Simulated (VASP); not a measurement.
Set up this calculation in VASP 6.6.1, as the native input.

* Task: electric field gradients
* Functional: PBEsol
* Potentials or basis: VASP PAW PBE potentials, release 64 (Ti_sv, Si)
* Cutoff: 520 eV
* k mesh: 8 × 8 × 8
* Occupations: fermi-dirac, width 0.08 eV
* Spin: no spin polarisation
* Dipole correction: no
* Further INCAR settings: ALGO = Normal; EDIFF = 1e-08; NBANDS = 29

The structure of TiSi2 lies in POSCAR:

```
TiSi2
1.0
   -0.0418975000      4.0966925000      4.2409100000
    2.3651925000     -0.0332400000      4.2495675000
    2.3659100000      4.1060675000     -0.0325225000
Ti Si
2 4
Direct
    0.7500000000      0.7500000000      0.7500000000
    0.5000000000      0.5000000000      0.5000000000
    0.0830000000      0.4170000000      0.0830000000
    0.4170000000      0.0830000000      0.4170000000
    0.1670000000      0.8330000000      0.1670000000
    0.8330000000      0.1670000000      0.8330000000
```

This cell differs from its parent crystal: equal xy, yz and zx shear strains of -1 %.

These files were run (other wordings do the same):

INCAR

```
SYSTEM = TiSi2
PREC = Accurate ; ENCUT = 520
EDIFF = 1E-8 ; ISMEAR = -1
SIGMA = 0.08 ; LREAL = .False.
LASPH = .True. ; NELM = 100
ALGO = Normal ; ISIF = 2
LWAVE = .False. ; LCHARG = .False.
GGA = PS ; LEFG = .True.
NBANDS = 29
```

KPOINTS

```
Automatic mesh
0
Gamma
  8 8 8
  0 0 0
```

Potentials or basis: VASP PAW PBE potentials, release 64 (Ti_sv, Si).

The run is started by

```console
$ cat potpaw_PBE.64/Ti_sv/POTCAR potpaw_PBE.64/Si/POTCAR > POTCAR
$ mpirun -np 1 vasp_std > vasp.out
```

It gave:

```
Pressure                                : -1.6 GPa
Largest force                           : 0.213 eV/Å
Band gap on the k mesh                  : zero (bands 20 and 21 overlap by 1.84 eV)
Largest electric field gradient by atom : Ti +10.7; Si -32.9, -36.0 (each value once) V/Å²
```

Caveat: the cell differs from its parent crystal (equal xy, yz and zx shear strains of -1 %); without QUAD_EFG the Cq values of the log hold for a quadrupole moment of 1 mb, not for the nuclei; the PAW data sets were made with another functional, which shifts forces and pressure a little.

It took 25 min on 1 thread of Intel(R) Xeon(R) Platinum 8259CL CPU @ 2.50GHz (Skylake/Cascade Lake) (shared host), peak memory 0.61 GiB.
